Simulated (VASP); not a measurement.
Here is a VASP 6.6.1 calculation.

Contents of INCAR:

```
SYSTEM = ZrB2
PREC = Accurate
ENCUT = 520
EDIFF = 1E-7
ISMEAR = -1
SIGMA = 0.15
LREAL = .False.
LASPH = .True.
NELM = 80
ALGO = Normal
ISIF = 2
LWAVE = .False.
LCHARG = .True.
GGA = CA
LELF = .True.
LVHAR = .True.
NBANDS = 16
```

The input KPOINTS:

```
Automatic mesh
0
Gamma
  16 16 10
  0 0 0
```

POSCAR

```
ZrB2
1.0
    3.1334871601      0.0000000000      0.0000000000
   -1.5667435800      2.7136794831      0.0000000000
    0.0000000000      0.0000000000      3.4885248181
Zr B
1 2
Direct
    0.0000000000      0.0000000000      0.0000000000
    0.3333333333      0.6666666667      0.5000000000
    0.6666666667      0.3333333333      0.5000000000
```

Potentials or basis: VASP PAW LDA potentials, release 64 (Zr_sv, B).

The run is started by

```console
$ cat potpaw_LDA.64/Zr_sv/POTCAR potpaw_LDA.64/B/POTCAR > POTCAR
$ mpirun -np 1 vasp_std > vasp.out
```

(1) Predict the pressure.

(2) Predict the band gap on the k mesh.

Results:

(1) 0.5 GPa.

(2) zero (bands 9 and 10 overlap by 1.03 eV).
